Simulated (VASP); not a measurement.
# AlN (F-43m) in VASP: notebook

The runs below take AlN through single point, with LDA, PBE, RPBE.

Program: VASP 6.6.1. These are calculated values, not measurements. Logs are shortened: lines on timing, memory, paths and dates and some standing lists are left out, and cuts for length are marked.

## (1) The cell of the first run

Symmetry: F-43m, No. 216, cubic system. Conventional cell: a = 4.309 Å, b = 4.309 Å, c = 4.309 Å, α = 90.00°, β = 90.00°, γ = 90.00°. Al (site symmetry -43m) has 4 N at 1.87 Å within 2.5 Å. N (site symmetry -43m) has 4 Al at 1.87 Å within 2.5 Å.

## (2) Single point, LDA

Input file INCAR:

```
SYSTEM = AlN
  ALGO = Normal
  EDIFF = 1E-6
  ENCUT = 520
  ISIF = 2
  ISMEAR = -1
  LASPH = .True.
  LCHARG = .False.
  LREAL = .False.
  LWAVE = .False.
  NBANDS = 11
  NELM = 60
  PREC = Accurate
  SIGMA = 0.05
```

Input file KPOINTS:

```
k-points
0
Gamma
  10 10 10
  0 0 0
```

Input file POSCAR:

```
AlN
1.0
    0.0000000000      2.1544765148      2.1544765148
    2.1544765148      0.0000000000      2.1544765148
    2.1544765148      2.1544765148      0.0000000000
Al N
1 1
Direct
    0.0000000000      0.0000000000      0.0000000000
    0.2500000000      0.2500000000      0.2500000000
```

Potentials or basis: VASP PAW LDA potentials, release 64 (Al, N).

Launch:

```console
$ cat potpaw_LDA.64/Al/POTCAR potpaw_LDA.64/N/POTCAR > POTCAR
$ mpirun -np 1 vasp_std > vasp.out
```

OUTCAR:

```text
SYSTEM = AlN
   EDIFF = 1E-6
   ENCUT = 520
   ISIF = 2
   ISMEAR = -1
   LASPH = .True.
   LREAL = .False.
   NELM = 60
   PREC = Accurate

 ion  position               nearest neighbor table
   1  0.000  0.000  0.000-   2 1.87   2 1.87   2 1.87   2 1.87
   2  0.250  0.250  0.250-   1 1.87   1 1.87   1 1.87   1 1.87

  LATTYP: Found a face centered cubic cell.
 ALAT       =     4.3089530296

  Lattice vectors:

 A1 = (   0.0000000000,   2.1544765148,   2.1544765148)
 A2 = (   2.1544765148,   0.0000000000,   2.1544765148)
 A3 = (   2.1544765148,   2.1544765148,   0.0000000000)

Analysis of symmetry for initial positions (statically):
=====================================================================
 Subroutine PRICEL returns:
 Original cell was already a primitive cell.

 Routine SETGRP: Setting up the symmetry group for a
 face centered cubic supercell.

 Subroutine GETGRP returns: Found 24 space group operations
 (whereof 24 operations were pure point group operations)
 out of a pool of 48 trial point group operations.

The static configuration has the point symmetry T_d .

Analysis of symmetry for dynamics (positions and initial velocities):
=====================================================================
 Subroutine PRICEL returns:
 Original cell was already a primitive cell.

 Routine SETGRP: Setting up the symmetry group for a
 face centered cubic supercell.

 Subroutine GETGRP returns: Found 24 space group operations
 (whereof 24 operations were pure point group operations)
 out of a pool of 48 trial point group operations.

The dynamic configuration has the point symmetry T_d .

 Subroutine INISYM returns: Found 24 space group operations
 (whereof 24 operations are pure point group operations),
 and found     1 'primitive' translations

----------------------------------------------------------------------------------------

                                     Primitive cell

  volume of cell :      20.0012

  direct lattice vectors                    reciprocal lattice vectors
     0.000000000  2.154476515  2.154476515    -0.232074936  0.232074936  0.232074936
     2.154476515  0.000000000  2.154476515     0.232074936 -0.232074936  0.232074936
     2.154476515  2.154476515  0.000000000     0.232074936  0.232074936 -0.232074936

  length of vectors
     3.046889907  3.046889907  3.046889907     0.401965581  0.401965581  0.401965581

  position of ions in fractional coordinates (direct lattice)
     0.000000000  0.000000000  0.000000000
     0.250000000  0.250000000  0.250000000

  ion indices of the primitive-cell ions
   primitive index   ion index
                 1           1
                 2           2

----------------------------------------------------------------------------------------

 KPOINTS: k-points

Automatic generation of k-mesh.
 Grid dimensions read from file:
 generate k-points for:   10   10   10

 Generating k-lattice:

  Cartesian coordinates                     Fractional coordinates (reciprocal lattice)
    -0.023207494  0.023207494  0.023207494     0.100000000  0.000000000  0.000000000
     0.023207494 -0.023207494  0.023207494     0.000000000  0.100000000  0.000000000
     0.023207494  0.023207494 -0.023207494     0.000000000  0.000000000  0.100000000

  Length of vectors
     0.040196558  0.040196558  0.040196558

  Shift w.r.t. Gamma in fractional coordinates (k-lattice)
     0.000000000  0.000000000  0.000000000

 Subroutine IBZKPT returns following result:
 ===========================================

 Found     47 irreducible k-points:

 Following reciprocal coordinates:
            Coordinates               Weight
  0.000000  0.000000  0.000000      1.000000
  0.100000  0.000000  0.000000      8.000000
  0.200000  0.000000  0.000000      8.000000
  0.300000  0.000000  0.000000      8.000000
  0.400000  0.000000  0.000000      8.000000
  0.500000  0.000000  0.000000      4.000000
[... 16 lines left out ...]
  0.300000  0.300000  0.000000      6.000000
  0.400000  0.300000  0.000000     24.000000
 [... further k-points ...]
   k-points           NKPTS =     47   k-points in BZ     NKDIM =     47   number of bands    NBANDS=     11
   number of dos      NEDOS =    301   number of ions     NIONS =      2
   total plane-waves  NPLWV =  13824
   dimension x,y,z NGX =    24 NGY =   24 NGZ =   24
   dimension x,y,z NGXF=    48 NGYF=   48 NGZF=   48
   ions per type =               1   1
   NGX,Y,Z   is equivalent  to a cutoff of  13.10, 13.10, 13.10 a.u.
   NGXF,Y,Z  is equivalent  to a cutoff of  26.19, 26.19, 26.19 a.u.
 SYSTEM =  AlN
   PREC   = accura    normal or accurate (medium, high low for compatibility)
   ISTART =      0    job   : 0-new  1-cont  2-samecut
   ICHARG =      2    charge: 1-file 2-atom 10-const
   ISPIN  =      1    spin polarized calculation?
   LNONCOLLINEAR =      F non collinear calculations
   LSORBIT =      F    spin-orbit coupling
   LASPH  =      T    aspherical Exc in radial PAW
   ENCUT  =  520.0 eV  38.22 Ry    6.18 a.u.   5.67  5.67  5.67*2*pi/ulx,y,z
   NELM   =     60;   NELMIN=  2; NELMDL= -5     # of ELM steps
   EDIFF  = 0.1E-05   stopping-criterion for ELM
   LREAL  =      F    real-space projection
   EDIFFG = 0.1E-04   stopping-criterion for IOM
   NSW    =      0    number of steps for IOM
   IBRION =     -1    ionic relax: 0-MD 1-quasi-New 2-CG
   NFREE  =      0    steps in history (QN), initial steepest desc. (CG)
   ISIF   =      2    stress and relaxation
   ISYM   =      2    0-nonsym 1-usesym 2-fastsym
   POTIM  = 0.5000    time-step for ionic-motion
   TEBEG  =    0.0;   TEEND  =   0.0 temperature during run
   PSTRESS=    0.0 pullay stress
   NELECT =       8.0000    total number of electrons
   NUPDOWN=      -1.0000    fix difference up-down
   EMIN   =  10.00;   EMAX   =-10.00  energy-range for DOS
   EFERMI =   0.00;   METHOD = LEGACY
   ISMEAR =    -1;   SIGMA  =   0.05  broadening in eV -4-tet -1-fermi 0-gaus
   EFERMI_NEDOS =   21; number of points for ismear=-14 and -15
   IALGO  =     38    algorithm
   IMIX   =      4    mixing-type and parameters
     AMIX     =   0.40;   BMIX     =  1.00
     AMIX_MAG =   1.60;   BMIX_MAG =  1.00
  volume/ion in A,a.u.               =      10.00        67.49
  Fermi-wavevector in a.u.,A,eV,Ry     =   1.206201  2.279390 19.795404  1.454921
  Thomas-Fermi vector in A             =   2.341875
   LORBIT       =      0    0 simple, 1 ext, 2 COOP (PROOUT), +10 PAW based schemes
   GGA     = CA    functional components
   LHFCALC =     F    Hartree Fock is set to
   AEXX    =    0.0000 exact exchange contribution
   IVDW    =     0    specifies the selected vdW correction
   LEPSILON=     F    determine dielectric tensor
   LRPA    =     F    only Hartree local field effects (RPA)
 non-spin polarized calculation
  energy-cutoff  :      520.00
  volume of cell :       20.00
 maximum number of plane-waves:       548
   NGX = 11   NGY = 11   NGZ = 11

 number of electron       7.9999999 magnetization

 Free energy of the ion-electron system (eV)
  ---------------------------------------------------
  ext. energy  EPLUGINS =         0.00000000
  ---------------------------------------------------
  free energy    TOTEN  =       -16.36589965 eV

  energy without entropy =      -16.36589965  energy(sigma->0) =      -16.36589965

 E-fermi :   7.1340     XC(G=0): -11.4453

 val. band max:        6.1009110181   @ k =   0.0000   0.0000   0.0000
 cond. band min:       9.3408313144   @ k =   0.5000   0.5000   0.0000
 fundamental gap:      3.2399202963
 Fermi energy:         7.1340161056

 k-point     1 :       0.0000    0.0000    0.0000
  band No.  band energies     occupation
      1      -8.9644      2.00000
      2       6.1009      2.00000
      3       6.1009      2.00000
      4       6.1009      2.00000
      5      10.7045      0.00000
      6      18.8393      0.00000
      7      18.8393      0.00000
      8      18.8393      0.00000
      9      23.9494      0.00000
     10      23.9494      0.00000
     11      25.4152      0.00000

 k-point     2 :       0.1000    0.0000    0.0000
  band No.  band energies     occupation
      1      -8.8076      2.00000
      2       5.2940      2.00000
      3       6.0482      2.00000
      4       6.0482      2.00000
      5      11.3369      0.00000
      6      18.4562      0.00000
      7      18.9770      0.00000
      8      18.9770      0.00000
      9      22.6653      0.00000
     10      22.6653      0.00000
     11      24.6045      0.00000

 k-point     3 :       0.2000    0.0000    0.0000
  band No.  band energies     occupation
      1      -8.3597      2.00000
      2       3.6532      2.00000
      3       5.9169      2.00000
      4       5.9169      2.00000
      5      12.4251      0.00000
      6      17.6642      0.00000
      7      18.8826      0.00000
      8      18.8826      0.00000
      9      22.1401      0.00000
     10      22.1401      0.00000
     11      23.7505      0.00000

 k-point     4 :       0.3000    0.0000    0.0000
  band No.  band energies     occupation
      1      -7.7016      2.00000
      2       1.9357      2.00000
      3       5.7666      2.00000
      4       5.7666      2.00000
      5      13.2277      0.00000
      6      16.9073      0.00000
      7      18.1714      0.00000
      8      18.1714      0.00000
      9      23.2537      0.00000
     10      23.2537      0.00000
     11      23.6022      0.00000
[... 239 lines left out ...]
 k-point    22 :      -0.2000    0.2000    0.0000
  band No.  band energies     occupation
      1      -7.4857      2.00000
      2       2.2631      2.00000
      3       4.3418      2.00000
      4       5.8456      2.00000
      5      13.9155      0.00000
      6      16.2139      0.00000
      7      17.7049      0.00000
      8      18.7095      0.00000
      9      21.2314      0.00000
     10      24.7886      0.00000
     11      27.7589      0.00000

 k-point    23 :       0.3000    0.3000    0.0000
  band No.  band energies     occupation
      1      -7.2943      2.00000
      2       2.5320      2.00000
      3       4.8163      2.00000
      4       4.8163      2.00000
      5      11.4753      0.00000
      6      15.8754      0.00000
      7      18.2971      0.00000
      8      20.8409      0.00000
      9      20.8409      0.00000
     10      26.7057      0.00000
     11      30.4238      0.00000

 k-point    24 :       0.4000    0.3000    0.0000
  band No.  band energies     occupation
      1      -6.7819      2.00000
      2       1.8508      2.00000
      3       4.3342      2.00000
      4       4.6480      2.00000
      5      11.0122      0.00000
      6      15.7055      0.00000
      7      18.6970      0.00000
      8      20.9155      0.00000
      9      21.4504      0.00000
     10      27.6595      0.00000
     11      30.1992      0.00000

 [... further k-points ...]

------------------------ aborting loop because EDIFF is reached ----------------------------------------

  FORCE on cell =-STRESS in cart. coord.  units (eV):
  Direction    XX          YY          ZZ          XY          YZ          ZX
  --------------------------------------------------------------------------------------
  -------------------------------------------------------------------------------------
  Total        0.7240459      0.7240459      0.7240459      0.0000000      0.0000000      0.0000000
  in kB       57.9991216     57.9991216     57.9991216      0.0000000      0.0000000      0.0000000
  external PRESSURE =      57.9991216 kB  Pullay stress =       0.0000000 kB

 VOLUME and BASIS-vectors are now :
 -----------------------------------------------------------------------------
  energy-cutoff  :      520.00
  volume of cell :       20.00
      direct lattice vectors                 reciprocal lattice vectors
     0.000000000  2.154476515  2.154476515    -0.232074936  0.232074936  0.232074936
     2.154476515  0.000000000  2.154476515     0.232074936 -0.232074936  0.232074936
     2.154476515  2.154476515  0.000000000     0.232074936  0.232074936 -0.232074936

 POSITION                                       TOTAL-FORCE (eV/Angst)
 -----------------------------------------------------------------------------------
      0.00000      0.00000      0.00000         0.000000      0.000000      0.000000
      1.07724      1.07724      1.07724        -0.000000     -0.000000     -0.000000
 -----------------------------------------------------------------------------------
    total drift:                               -0.000000     -0.000000     -0.000000

  FREE ENERGIE OF THE ION-ELECTRON SYSTEM (eV)
  ---------------------------------------------------
  free  energy   TOTEN  =       -16.3658996549 eV

  energy  without entropy=      -16.3658996549  energy(sigma->0) =      -16.36589965
```

Run time: 7.6 s. Hardware: 1 thread of Intel Xeon 8259CL, shared host; peak memory 0.13 GiB.

What came out:

```yaml
Free_energy: -16.3659 eV
Pressure: 5.8 GPa
Band_gap_on_the_k_mesh: 3.24 eV, indirect (least direct gap 4.60 eV)
```

## (3) Single point, LDA

This run uses another cell than the first one, of 10.42 Å³/atom, 1.042 times its volume.

Input file INCAR:

```
ALGO     = Normal         # electronic algorithm
EDIFF    = 1E-7           # SCF threshold, eV
ENCUT    = 520            # plane-wave cutoff, eV
ISIF     = 2              # what is computed and relaxed
ISMEAR   = -1             # smearing method
LASPH    = T              # aspherical terms in the spheres
LCHARG   = T              # write CHGCAR
LELF     = T              # ELF
LREAL    = F              # projectors in reciprocal space
LVHAR    = T            
LWAVE    = F              # write WAVECAR
NBANDS   = 11             # bands
NELM     = 80             # most SCF steps
PREC     = Accurate       # precision mode
SIGMA    = 0.05           # smearing width, eV
```

Input file KPOINTS:

```
k-points
0
Gamma
  10 10 10
```

Input file POSCAR:

```
AlN
1.0
    0.0000000000      2.1839935596      2.1839935596
    2.1839935596      0.0000000000      2.1839935596
    2.1839935596      2.1839935596      0.0000000000
Al N
1 1
Direct
    0.0000000000      0.0000000000      0.0000000000
    0.2500000000      0.2500000000      0.2500000000
```

Potentials or basis: VASP PAW LDA potentials, release 64 (Al, N).

Launch:

```console
$ cat potpaw_LDA.64/Al/POTCAR potpaw_LDA.64/N/POTCAR > POTCAR
$ mpirun -np 1 vasp_std > vasp.out
```

Run time: 9.8 s. Hardware: 1 thread of Intel Xeon 8259CL, shared host; peak memory 0.13 GiB.

Results (log left out):

- Free energy: -16.3729 eV
- Pressure: -3.0 GPa
- Band gap on the k mesh: 3.22 eV, indirect (least direct gap 4.23 eV)

Levels at points of the mesh, in eV from the valence-band top:
```tsv
k point	band 1	band 2	band 3	band 4	band 5	band 6	band 7	band 8	band 9
(0.00, 0.00, 0.00)	-14.82	0.00	0.00	0.00	4.23	12.33	12.33	12.33	17.52
(0.50, 0.00, 0.00)	-12.70	-5.91	-0.49	-0.49	7.27	9.77	10.96	10.96	17.74
(0.50, 0.50, 0.00)	-12.04	-4.96	-1.79	-1.79	3.22	8.41	13.75	15.49	15.49
```

A k mesh can miss the band edges. LDA gaps usually lie below the measured ones, often by a third to a half.

## (4) Single point, PBE

This run uses another cell than the first one, of 10.42 Å³/atom, 1.042 times its volume.

Input file INCAR:

```
PREC     = Accurate       # precision mode
ENCUT    = 520            # plane-wave cutoff, eV
EDIFF    = 1E-6           # SCF threshold, eV
ISMEAR   = 0              # smearing method
SIGMA    = 0.024          # smearing width, eV
LREAL    = False          # projectors in reciprocal space
LASPH    = True           # aspherical terms in the spheres
NELM     = 60             # most SCF steps
ALGO     = Normal         # electronic algorithm
ISIF     = 2              # what is computed and relaxed
LWAVE    = False          # write WAVECAR
LCHARG   = True           # write CHGCAR
GGA      = PE             # functional
LELF     = True           # ELF
LVHAR    = True         
NBANDS   = 11             # bands
```

Input file KPOINTS:

```
Automatic mesh
0
Gamma
  10 10 10
```

POSCAR is that of step 3.

Potentials or basis: VASP PAW PBE potentials, release 64 (Al, N).

Launch:

```console
$ cat potpaw_PBE.64/Al/POTCAR potpaw_PBE.64/N/POTCAR > POTCAR
$ mpirun -np 1 vasp_std > vasp.out
```

Run time: 11 s. Hardware: 1 thread of Intel Xeon 8259CL, shared host; peak memory 0.13 GiB.

It converged, with:

```
Free energy            : -14.8404 eV
Pressure               : 4.6 GPa
Band gap on the k mesh : 3.32 eV, indirect (least direct gap 4.20 eV)
```

Levels at points of the mesh, in eV from the valence-band top:
```tsv
k point	band 1	band 2	band 3	band 4	band 5	band 6	band 7	band 8	band 9
(0.00, 0.00, 0.00)	-14.98	0.00	0.00	0.00	4.20	12.56	12.56	12.56	17.69
(0.50, 0.00, 0.00)	-12.93	-5.85	-0.48	-0.48	7.38	9.86	11.15	11.15	17.99
(0.50, 0.50, 0.00)	-12.30	-4.90	-1.77	-1.77	3.32	8.62	13.96	15.73	15.73
```

A k mesh can miss the band edges. PBE gaps usually lie below the measured ones, often by a third to a half.

## (5) Single point, RPBE

This run uses another cell than the first one, of 10.87 Å³/atom, 1.087 times its volume.

Input file INCAR:

```
SYSTEM = AlN
ALGO     = Normal         ! electronic algorithm
EDIFF    = 1E-6           ! SCF threshold, eV
ENCUT    = 520            ! plane-wave cutoff, eV
GGA      = RP             ! functional
ISIF     = 2              ! what is computed and relaxed
ISMEAR   = -1             ! smearing method
LASPH    = .True.         ! aspherical terms in the spheres
LCHARG   = .False.        ! write CHGCAR
LREAL    = .False.        ! projectors in reciprocal space
LWAVE    = .False.        ! write WAVECAR
NBANDS   = 11             ! bands
NELM     = 80             ! most SCF steps
PREC     = Accurate       ! precision mode
SIGMA    = 0.05           ! smearing width, eV
```

Input file KPOINTS:

```
k-points
0
Gamma
  10 10 10
  0 0 0
```

Input file POSCAR:

```
AlN
1.0
    0.0000000000      2.2151240134      2.2151240134
    2.2151240134      0.0000000000      2.2151240134
    2.2151240134      2.2151240134      0.0000000000
Al N
1 1
Direct
    0.0000000000      0.0000000000      0.0000000000
    0.2500000000      0.2500000000      0.2500000000
```

Launch:

```console
$ cat potpaw_PBE.64/Al/POTCAR potpaw_PBE.64/N/POTCAR > POTCAR
$ mpirun -np 1 vasp_std > vasp.out
```

Wall time 9.3 s (1 thread of Intel Xeon 8259CL, shared host); peak memory 0.14 GiB.

The run converged. Its results:

- Free energy: -14.1334 eV
- Pressure: -0.7 GPa
- Band gap on the k mesh: 3.34 eV, indirect (least direct gap 3.86 eV)

Levels at points of the mesh, in eV from the valence-band top:
```csv
k point,band 1,band 2,band 3,band 4,band 5,band 6,band 7,band 8,band 9
"(0.00, 0.00, 0.00)",-14.78,0.00,0.00,0.00,3.86,12.25,12.25,12.25,17.37
"(0.50, 0.00, 0.00)",-12.88,-5.65,-0.47,-0.47,7.09,9.64,10.95,10.95,17.58
"(0.50, 0.50, 0.00)",-12.30,-4.74,-1.72,-1.72,3.34,8.47,13.53,15.33,15.33
```

Caveat: the PAW data sets were made with another functional, which shifts forces and pressure a little. A k mesh can miss the band edges.

## (6) The runs side by side

```csv
level,potentials or basis,cell,smearing,gap on the mesh (eV),pressure (GPa)
LDA,"VASP PAW LDA potentials, release 64 (Al, N)","a = 3.047 Å, angles 60.0°, 2 atoms",fermi-dirac 0.05 eV,3.24,5.8
LDA,"VASP PAW LDA potentials, release 64 (Al, N)","a = 3.089 Å, angles 60.0°, 2 atoms",fermi-dirac 0.05 eV,3.22,-3.0
PBE,"VASP PAW PBE potentials, release 64 (Al, N)","a = 3.089 Å, angles 60.0°, 2 atoms",gaussian 0.024 eV,3.32,4.6
RPBE,"VASP PAW PBE potentials, release 64 (Al, N)","a = 3.133 Å, angles 60.0°, 2 atoms",fermi-dirac 0.05 eV,3.34,-0.7
```

Alike in all rows: task single point; no spin polarisation; k mesh 10 × 10 × 10; cutoff (eV) 520.

Caveats: the PAW data sets were made with another functional, which shifts forces and pressure a little (some runs).

Absolute energies hang on the potentials; compare differences alone.
